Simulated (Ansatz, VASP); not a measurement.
# H6PtC2: VASP beside Ansatz

```
H Pt C
1.0
     0.00000    2.93653    2.93653
     2.93653    0.00000    2.93653
     2.93653    2.93653    0.00000
H Pt C
6 1 2
Direct
  0.69104 0.30896 0.69104
  0.30896 0.30896 0.69104
  0.69104 0.69104 0.30896
  0.30896 0.69104 0.30896
  0.30896 0.69104 0.69104
  0.69104 0.30896 0.30896
  0.00000 0.00000 0.00000
  0.25000 0.25000 0.25000
  0.75000 0.75000 0.75000
```

Change from the starting cell: species swapped into the K2NiF6 type (Fm-3m, No. 225).

Alike in both runs: functional PBE; k mesh 12 × 12 × 12; occupations gaussian, width 0.1 eV; no spin polarisation.

Ansatz relaxed the structure, and its values are those at the end. VASP's run is a single point on that final structure, the one shown.

|  | VASP | Ansatz |
| --- | --- | --- |
| version | VASP 6.6.1 | Ansatz 0.2.0 |
| potentials or method | VASP PAW PBE potentials, release 64 (H, Pt, C), cutoff 600 eV | scalar-relativistic, plane waves, PAW |
| valence electrons in the cell | 24 | 32 |

VASP gave:

* gap on the k mesh at the Fermi level (eV): none
* pressure (GPa): -0.1

**Question.** What did Ansatz give for the same quantities?

**Answer.** gap on the k mesh at the Fermi level (eV): none; pressure (GPa): 0.0.

A gap of «none» marks a metal or a gap that the smearing closes. VASP's potentials hold 24 valence electrons a cell and Ansatz's 32, so a difference there can come from the potentials and not from the codes.

Spin-orbit coupling is off throughout.
